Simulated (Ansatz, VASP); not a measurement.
Si: VASP beside Ansatz

```
Si
1.0
     3.78275    0.00000    0.00000
     0.00000    6.75518    0.00000
     0.00000    0.00000   10.91395
Si
12
Direct
  0.91178 0.32731 0.20783
  0.41178 0.17269 0.29217
  0.58822 0.82731 0.29217
  0.08822 0.67269 0.20783
  0.08822 0.67269 0.79217
  0.58822 0.82731 0.70783
  0.41178 0.17269 0.70783
  0.91178 0.32731 0.79217
  0.74473 0.89138 0.50000
  0.24473 0.60862 0.00000
  0.75527 0.39138 0.00000
  0.25527 0.10862 0.50000
```

Alike in both runs: functional PBE; k mesh 10 × 6 × 4; occupations gaussian, width 0.1 eV; no spin polarisation.

Ansatz relaxed the structure, and its values are those at the end. VASP's run is a single point on that final structure, the one shown.

```csv
,VASP,Ansatz
version,VASP 6.6.1,Ansatz 0.2.0
potentials or method,"VASP PAW PBE potentials, release 64 (Si), cutoff 520 eV","scalar-relativistic, plane waves, PAW"
valence electrons in the cell,48,48
```

```csv
,VASP,Ansatz,Ansatz less VASP
gap on the k mesh at the Fermi level (eV),none,none,-
pressure (GPa),-0.1,0.0,+0.06
```

A gap of «none» marks a metal or a gap that the smearing closes.
